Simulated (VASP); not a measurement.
Crystal: HgSe.

```
CELL_PARAMETERS angstrom
0.00000 3.03900 3.03900
3.03900 0.00000 3.03900
3.03900 3.03900 0.00000
ATOMIC_POSITIONS crystal
Hg 0.00000 0.00000 0.00000
Se 0.75000 0.75000 0.75000
```

* Program: VASP 6.6.1
* Task: relaxation of cell and atoms
* Functional: revPBE
* Dispersion: D3(BJ)
* Potentials or basis: VASP PAW PBE potentials, release 64 (Hg, Se)
* Cutoff: 500 eV
* k mesh: 8 × 8 × 8
* Occupations: fermi-dirac, width 0.05 eV
* Spin: no spin polarisation

At the start: pressure 2.2 GPa; volume 28.07 Å³/atom.

Problem. Where does the relaxation end?

Solution. Over 3 steps the energy falls by 7.5 meV/atom and the volume is 29.21 Å³/atom (+4.1 %); space group F-43m (No. 216, to 0.05 Å).

Step by step:
```csv
step,energy change (eV),largest force (eV/Å),pressure (GPa),volume (Å³)
1,0.0000,0.0000,2.18,56.13
2,-0.0131,0.0000,-0.68,59.29
3,-0.0150,0.0000,0.00,58.43
```

Final structure:
```xyz
2
Lattice="0.0000 3.0799 3.0799 3.0799 0.0000 3.0799 3.0799 3.0799 0.0000" Properties=species:S:1:pos:R:3 pbc="T T T"
Hg    0.0000    0.0000    0.0000
Se    4.6198    4.6198    4.6198
```

Caveat: the PAW data sets were made with another functional, which shifts forces and pressure a little; pairwise dispersion overbinds metals, which lowers pressure and volume.
